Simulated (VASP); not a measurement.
Wanted: the native input for a VASP 6.6.1 run.

```
Task                   : single point
Functional             : PBEsol
Potentials or basis    : VASP PAW PBE potentials, release 64 (Ti_sv, H)
Cutoff                 : 520 eV
k mesh                 : 4 × 4 × 2
Occupations            : fermi-dirac, width 0.1 eV
Spin                   : no spin polarisation
Dipole correction      : no
Further INCAR settings : ALGO = Normal; EDIFF = 1e-06; NBANDS = 21
```

The structure of TiH lies in POSCAR:

```
TiH
1.0
    2.9474900000      0.0000000000      0.0000000000
    0.0000000000      2.9474900000      0.0000000000
    0.0000000000      0.0000000000      4.5681400000
Ti H
2 2
Direct
    0.5000000000      0.0000000000      0.5000000000
    0.0000000000      0.5000000000      0.0000000000
    0.0000000000      0.0000000000      0.2500000000
    0.0000000000      0.0000000000      0.7500000000
```

One way to write it, as run:

INCAR

```
SYSTEM = TiH
ALGO = Normal
EDIFF = 1E-6
ENCUT = 520
GGA = PS
ISIF = 2
ISMEAR = -1
LASPH = .TRUE.
LCHARG = .TRUE.
LELF = .TRUE.
LREAL = .FALSE.
LVHAR = .TRUE.
LWAVE = .FALSE.
NBANDS = 21
NELM = 60
PREC = Accurate
SIGMA = 0.1
```

KPOINTS

```
k-points
0
G
  4 4 2
  0 0 0
```

Potentials or basis: VASP PAW PBE potentials, release 64 (Ti_sv, H).

Run with:

```sh
$ cat potpaw_PBE.64/Ti_sv/POTCAR potpaw_PBE.64/H/POTCAR > POTCAR
$ mpirun -np 1 vasp_std > vasp.out
```

It gave:

The pressure is -2.9 GPa and the band gap on the k mesh is zero (band 13 reaches 7.53 eV, above the bottom of band 14 at 7.19 eV).

Caveat: the k points lie up to 0.69 Å⁻¹ apart; the PAW data sets were made with another functional, which shifts forces and pressure a little.

Wall time 12 s on 1 thread of Intel Xeon 6975P-C (shared host), peak memory 0.15 GiB.
